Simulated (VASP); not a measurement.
# Ti (I4/mmm) in VASP: further runs, part 2 of 2

VASP 6.6.1.

## (3) Single point, PBEsol (strain +0.040 along x and y, -0.080 along z)

INCAR

```
SYSTEM = Ti
  PREC = Accurate
  ENCUT = 520
  EDIFF = 1E-6
  ISMEAR = 0
  SIGMA = 0.15
  LREAL = .FALSE.
  LASPH = .TRUE.
  NELM = 60
  ALGO = Normal
  ISIF = 2
  LWAVE = .FALSE.
  LCHARG = .FALSE.
  GGA = PS
  NBANDS = 12
```

KPOINTS

```
Automatic mesh
0
G
  20 20 20
  0 0 0
```

POSCAR

```
Ti
1.0
    0.0000000000      2.1112000000      1.8676000000
    2.1112000000      0.0000000000      1.8676000000
    2.1112000000      2.1112000000      0.0000000000
Ti
1
Direct
    0.0000000000      0.0000000000      0.0000000000
```

Potentials or basis: VASP PAW PBE potentials, release 64 (Ti_sv).

Command:

```console
$ cat potpaw_PBE.64/Ti_sv/POTCAR > POTCAR
$ mpirun -np 1 vasp_std > vasp.out
```

It took 71 s on 1 thread of Intel Xeon 6975P-C, shared host; peak memory 0.24 GiB.

It converged, with:

```yaml
Free_energy: -8.2770 eV
Pressure: -0.1 GPa
Band_gap_on_the_k_mesh: zero (band 6 reaches 9.39 eV, above the bottom of band 7 at 7.94 eV)
```

Stress tensor (GPa, compression positive):
```
-1.15  0.00  0.00
 0.00 -1.15  0.00
 0.00  0.00  1.96
```

Levels at points of the mesh, in eV from the Fermi level:
| k point | band 3 | band 4 | band 5 | band 6 | band 7 | band 8 | band 9 | band 10 |
| --- | --- | --- | --- | --- | --- | --- | --- | --- |
| (0.00, 0.00, 0.00) | -32.27 | -32.26 | -6.16 | 0.71 | 0.71 | 1.61 | 2.04 | 3.07 |
| (0.50, 0.00, 0.00) | -32.43 | -32.30 | -2.66 | 0.25 | 0.84 | 1.44 | 3.54 | 4.06 |
| (0.50, 0.50, 0.00) | -32.65 | -32.65 | -2.63 | -2.00 | 3.80 | 4.12 | 4.12 | 4.77 |
| (0.50, 0.00, 0.50) | -32.56 | -32.42 | -2.71 | -1.58 | 2.34 | 3.67 | 3.73 | 4.38 |

Caveat: the cell differs from its parent crystal (strain +0.040 along x and y, -0.080 along z); the PAW data sets were made with another functional, which shifts forces and pressure a little.

## (4) Single point, PBEsol (strain +0.040 along x and y, -0.040 along z)

INCAR

```
PREC = Accurate
ENCUT = 520
EDIFF = 1E-7
ISMEAR = 0
SIGMA = 0.15
LREAL = F
LASPH = T
NELM = 100
ALGO = Fast
ISIF = 2
LWAVE = F
LCHARG = T
GGA = PS
LELF = T
LVHAR = T
NBANDS = 12
```

KPOINTS

```
regular mesh
0
Gamma
  20 20 20
```

POSCAR

```
Ti
1.0
    0.0000000000      2.1112000000      1.9488000000
    2.1112000000      0.0000000000      1.9488000000
    2.1112000000      2.1112000000      0.0000000000
Ti
1
Direct
    0.0000000000      0.0000000000      0.0000000000
```

Potentials or basis: VASP PAW PBE potentials, release 64 (Ti_sv).

Command:

```console
$ cat potpaw_PBE.64/Ti_sv/POTCAR > POTCAR
$ mpirun -np 1 vasp_std > vasp.out
```

OUTCAR:

```text
PREC = Accurate
   ENCUT = 520
   EDIFF = 1E-7
   ISMEAR = 0
   LREAL = F
   LASPH = T
   NELM = 100
   ISIF = 2
   GGA = PS

 ion  position               nearest neighbor table
   1  0.000  0.000  0.000-

  LATTYP: Found a body centered tetragonal cell.
 ALAT       =     2.9856876729
 C/A-ratio  =     1.3054279037

  Lattice vectors:

 A1 = (   0.0000000000,  -2.1112000000,  -1.9488000000)
 A2 = (   0.0000000000,   2.1112000000,  -1.9488000000)
 A3 = (   2.1112000000,   0.0000000000,   1.9488000000)

[... 530 lines left out ...]
      3     -24.4439      2.00000
      4     -24.4008      2.00000
      5       5.0762      2.00000
      6       8.1323      0.59067
      7       8.7066      0.00000
      8       9.2871      0.00000
      9      11.1737      0.00000
     10      11.4109      0.00000
     11      18.1484      0.00000
     12      23.1703      0.00000

 [... further k-points ...]
[... 5 lines left out ...]
  --------------------------------------------------------------------------------------
  -------------------------------------------------------------------------------------
  Total       -0.5817290     -0.5817290     -0.3162324      0.0000000      0.0000000     -0.0000000
  in kB      -53.6506826    -53.6506826    -29.1649271      0.0000000      0.0000000     -0.0000000
  external PRESSURE =     -45.4887641 kB  Pullay stress =       0.0000000 kB

 VOLUME and BASIS-vectors are now :
 -----------------------------------------------------------------------------
  energy-cutoff  :      520.00
  volume of cell :       17.37
      direct lattice vectors                 reciprocal lattice vectors
     0.000000000  2.111200000  1.948800000    -0.236832133  0.236832133  0.256568144
     2.111200000  0.000000000  1.948800000     0.236832133 -0.236832133  0.256568144
     2.111200000  2.111200000  0.000000000     0.236832133  0.236832133 -0.256568144

 POSITION                                       TOTAL-FORCE (eV/Angst)
 -----------------------------------------------------------------------------------
      0.00000      0.00000      0.00000         0.000000     -0.000000     -0.000000
 -----------------------------------------------------------------------------------
    total drift:                                0.000000      0.000000     -0.000000

  FREE ENERGIE OF THE ION-ELECTRON SYSTEM (eV)
  ---------------------------------------------------
  free  energy   TOTEN  =        -8.2750309470 eV

  energy  without entropy=       -8.2536336974  energy(sigma->0) =       -8.26433232
```

OSZICAR:

```text
N       E                     dE             d eps       ncg     rms          rms(c)
DAV:   1     0.862746891212E+02    0.86275E+02   -0.65559E+03 15432   0.120E+03
DAV:   2    -0.508607239743E+01   -0.91361E+02   -0.88974E+02 15696   0.295E+02
DAV:   3    -0.934042891376E+01   -0.42544E+01   -0.42077E+01 21216   0.650E+01
[... 17 lines left out ...]
RMM:  21    -0.827503040615E+01   -0.40821E-06   -0.38786E-06 16144   0.787E-03    0.659E-04
RMM:  22    -0.827503059669E+01   -0.19053E-06   -0.18239E-06 14638   0.575E-03    0.771E-04
RMM:  23    -0.827503075978E+01   -0.16309E-06   -0.15809E-06 13025   0.424E-03    0.123E-03
RMM:  24    -0.827503087208E+01   -0.11230E-06   -0.84806E-07 14236   0.402E-03    0.465E-04
RMM:  25    -0.827503094703E+01   -0.74950E-07   -0.63578E-07 12241   0.309E-03
   1 F= -.82750309E+01 E0= -.82643323E+01  d E =-.213972E-01
```

stdout:

```text
POSCAR found type information on POSCAR Ti
 POSCAR found :  1 types and       1 ions
 scaLAPACK will be used
 -----------------------------------------------------------------------------
|                                                                             |
|                                                                             |
|     You enforced a specific xc type in the INCAR file but a different       |
[... 50 lines left out ...]
WARNING in EDDRMM: call to ZHEGV failed, returncode =   6  3     11
WARNING in EDDRMM: call to ZHEGV failed, returncode =   6  3      5
WARNING in EDDRMM: call to ZHEGV failed, returncode =   6  3     10
WARNING in EDDRMM: call to ZHEGV failed, returncode =   8  4      8
WARNING in EDDRMM: call to ZHEGV failed, returncode =   6  3     12
WARNING in EDDRMM: call to ZHEGV failed, returncode =   6  3      7
WARNING in EDDRMM: call to ZHEGV failed, returncode =   6  3      5
```

Wall time 2.3 min (1 thread of Intel Xeon 6975P-C, shared host); peak memory 0.25 GiB.

What came out:

```yaml
Free_energy: -8.2750 eV
Pressure: -4.5 GPa
Band_gap_on_the_k_mesh: zero (band 6 reaches 8.98 eV, above the bottom of band 7 at 7.59 eV)
```

Caveat: the cell differs from its parent crystal (strain +0.040 along x and y, -0.040 along z); the PAW data sets were made with another functional, which shifts forces and pressure a little.

## (5) Single point, PBEsol (strain +0.080 along x and y, -0.080 along z)

INCAR

```
SYSTEM = Ti
  PREC = Accurate
  ENCUT = 520
  EDIFF = 1E-6
  ISMEAR = 0
  SIGMA = 0.15
  LREAL = .False.
  LASPH = .True.
  NELM = 80
  ALGO = Normal
  ISIF = 2
  LWAVE = .False.
  LCHARG = .False.
  GGA = PS
  NBANDS = 12
```

KPOINTS

```
Automatic mesh
0
Gamma
  20 20 20
  0 0 0
```

POSCAR

```
Ti
1.0
    0.0000000000      2.1924000000      1.8676000000
    2.1924000000      0.0000000000      1.8676000000
    2.1924000000      2.1924000000      0.0000000000
Ti
1
Direct
    0.0000000000      0.0000000000      0.0000000000
```

Command:

```console
$ cat potpaw_PBE.64/Ti_sv/POTCAR > POTCAR
$ mpirun -np 1 vasp_std > vasp.out
```

Wall time 68 s (1 thread of Intel Xeon 6975P-C, shared host); peak memory 0.25 GiB.

The run converged. Its results:

```yaml
Free_energy: -8.2353 eV
Pressure: -7.7 GPa
Band_gap_on_the_k_mesh: zero (band 6 reaches 8.51 eV, above the bottom of band 7 at 7.19 eV)
```

Stress tensor (GPa, compression positive):
```
-8.75  0.00  0.00
 0.00 -8.75  0.00
 0.00  0.00 -5.51
```

Levels at points of the mesh, in eV from the Fermi level:
```tsv
k point	band 2	band 3	band 4	band 5	band 6	band 7	band 8	band 9	band 10	band 11
(0.00, 0.00, 0.00)	-32.47	-32.47	-32.46	-5.96	0.67	0.67	1.71	1.72	2.87	15.55
(0.50, 0.00, 0.00)	-33.08	-32.61	-32.48	-2.47	0.14	0.70	1.57	3.16	3.79	7.99
(0.50, 0.50, 0.00)	-33.00	-32.79	-32.79	-2.30	-1.81	3.50	3.76	3.76	4.90	9.81
(0.50, 0.00, 0.50)	-33.05	-32.69	-32.56	-2.45	-1.27	1.86	3.28	3.32	4.03	9.29
```

Caveat: the cell differs from its parent crystal (strain +0.080 along x and y, -0.080 along z); the PAW data sets were made with another functional, which shifts forces and pressure a little.

## (6) Overview

| cell | gap on the mesh (eV) | pressure (GPa) |
| --- | --- | --- |
| a = 2.933, b = 2.933, c = 2.756 Å, angles 62.0, 62.0, 56.0°, 1 atom | none | -0.3 |
| a = 2.819, b = 2.819, c = 2.986 Å, angles 58.0, 58.0, 64.0°, 1 atom | none | -0.1 |
| a = 2.873, b = 2.873, c = 2.986 Å, angles 58.7, 58.7, 62.6°, 1 atom | none | -4.5 |
| a = 2.880, b = 2.880, c = 3.101 Å, angles 57.4, 57.4, 65.1°, 1 atom | none | -7.7 |

Alike in all rows: task single point; level PBEsol; potentials or basis VASP PAW PBE potentials, release 64 (Ti_sv); no spin polarisation; k mesh 20 × 20 × 20; cutoff (eV) 520; smearing gaussian 0.15 eV.

Caveats: the PAW data sets were made with another functional, which shifts forces and pressure a little.

Total energies depend on the potentials used, so only differences within one code and one set of settings carry meaning.
